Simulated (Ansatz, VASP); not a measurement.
**Two plane-wave programs on SrO**

```
CELL_PARAMETERS angstrom
0.00000 2.56980 2.56980
2.56980 0.00000 2.56980
2.56980 2.56980 0.00000
ATOMIC_POSITIONS crystal
Sr 0.00000 0.00000 0.00000
O 0.50000 0.50000 0.50000
```

Alike in both runs: task electric field gradients; functional PBE; k mesh 11 × 11 × 11; occupations fermi-dirac, width 0.03 eV; no spin polarisation.

|  | VASP | Ansatz |
| --- | --- | --- |
| version | VASP 6.6.1 | Ansatz 0.2.0 |
| potentials or method | VASP PAW PBE potentials, release 64 (Sr_sv, O) | PAW with Ansatz's default frozen-core files, scalar-relativistic |
| plane-wave cutoff (eV) | 520 | 420 |
| valence electrons in the cell | 16 | 16 |

VASP gave:

```
gap on the k mesh at the Fermi level (eV) : 3.30
pressure (GPa)                            : 3.5
```

Task: Estimate Ansatz's values.

Result: gap on the k mesh at the Fermi level (eV): 3.35; pressure (GPa): 2.9.

With one functional, cell and mesh, what is left measures potentials, basis and numerics.
